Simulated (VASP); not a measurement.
Write the native input for VASP 6.6.1 that does the following.

* Task: single point
* Functional: PBEsol
* Potentials or basis: VASP PAW PBE potentials, release 64 (Te, Mo_sv)
* Cutoff: 520 eV
* k mesh: 9 × 9 × 2
* Occupations: fermi-dirac, width 0.05 eV
* Spin: no spin polarisation
* Hubbard terms: Mo d U = 3.0 eV
* Dipole correction: no
* Further INCAR settings: ALGO = Normal; EDIFF = 1e-06; NBANDS = 35

The structure of Te2Mo lies in POSCAR:

```
Te2Mo
1.0
    3.5182000000      0.0000000000      0.0000000000
   -1.7591000000      3.0468505756      0.0000000000
    0.0000000000      0.0000000000     13.9736000000
Te Mo
4 2
Direct
    0.6666666667      0.3333333333      0.3790000000
    0.3333333333      0.6666666667      0.8790000000
    0.6666666667      0.3333333333      0.1210000000
    0.3333333333      0.6666666667      0.6210000000
    0.6666666667      0.3333333333      0.7500000000
    0.3333333333      0.6666666667      0.2500000000
```

One way to write it, as run:

INCAR

```
SYSTEM = Te2Mo
PREC = Accurate
ENCUT = 520
EDIFF = 1E-6
ISMEAR = -1
SIGMA = 0.05
LREAL = .False.
LASPH = .True.
NELM = 150
ALGO = Normal
ISIF = 2
LWAVE = .False.
LCHARG = .True.
LMAXMIX = 4
LDAU = .True.
LDAUTYPE = 2
LDAUL = -1 2
LDAUU = 0 3
LDAUJ = 0 0
LDAUPRINT = 1
GGA = PS
LELF = .True.
LVHAR = .True.
NBANDS = 35
```

KPOINTS

```
Automatic mesh
0
Gamma
  9 9 2
  0 0 0
```

Potentials or basis: VASP PAW PBE potentials, release 64 (Te, Mo_sv).

Command:

```bash
$ cat potpaw_PBE.64/Te/POTCAR potpaw_PBE.64/Mo_sv/POTCAR > POTCAR
$ mpirun -np 1 vasp_std > vasp.out
```

Results of the run:

```json
{"Pressure": "0.0 GPa", "Largest force": "0.093 eV/Å", "Band gap on the k mesh": "0.74 eV (least direct gap 1.04 eV)"}
```

Caveat: the PAW data sets were made with another functional, which shifts forces and pressure a little; spin-orbit coupling is left out, which moves the levels of the heavy elements; an odd mesh through Γ misses points on the zone boundary, where band edges can lie; this functional lacks dispersion, which binds the layers, so the pressure and a relaxed spacing across them are unreliable; the U is typed as a test and isn't derived for this compound.

It took 94 s on 1 thread of AMD EPYC 9R45 96-Core Processor (Zen 5) (shared host), peak memory 0.29 GiB.
